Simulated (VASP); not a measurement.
Cr: single point with RPBE

Cr:

```
Cr
1.0
     0.00000    2.76790    2.76790
     2.76790    0.00000    2.76790
     2.76790    2.76790    0.00000
Cr
2
Direct
  0.12500 0.12500 0.12500
  0.87500 0.87500 0.87500
```

This isn't the form of Cr at room conditions, which is bcc.

```yaml
Program: VASP 6.6.1
Task: single point
Functional: RPBE
Potentials_or_basis: VASP PAW PBE potentials, release 64 (Cr_pv)
Cutoff: 520 eV
k_mesh: 11 × 11 × 11
Occupations: fermi-dirac, width 0.05 eV
Spin: collinear spin, antiferromagnetic start
Starting_moments: "[3.003, -3.003] μB"
Dipole_correction: no
Further_INCAR_settings: ALGO = Normal; EDIFF = 1e-06; NBANDS = 23
```

```json
{"Pressure": "1.2 GPa", "Band gap on the k mesh": "zero (filled and empty bands overlap)", "Net moment": "0.00 μB per cell", "Site moments": "Cr +3.13, -3.13 μB", "Valence electrons inside the program's atomic spheres": "Cr 10.81"}
```

Levels at points of the mesh, in eV from the Fermi level:
Spin up:
```csv
k point,band 10,band 11,band 12,band 13,band 14,band 15
"(0.00, 0.00, 0.00)",-0.96,-0.96,-0.96,1.95,1.95,1.95
```
Spin down:
```
           k point  band 8  band 9  band 10  band 11  band 12  band 13  band 14  band 15  band 16  band 17
(0.00, 0.00, 0.00)   -1.01   -1.01    -0.96    -0.96    -0.96     1.95     1.95     1.95     3.52     3.52
```

It took 47 s on 1 thread of AMD EPYC 9R45 96-Core Processor (Zen 5), on a shared host, peak memory 0.2 GiB.

Caveat: an empty level that is flat over the whole mesh can mark a ghost state of the potentials, or a narrow d or f band; the antiferromagnetic order is the one typed at the start, and another may lie lower; the PAW data sets were made with another functional, which shifts forces and pressure a little.
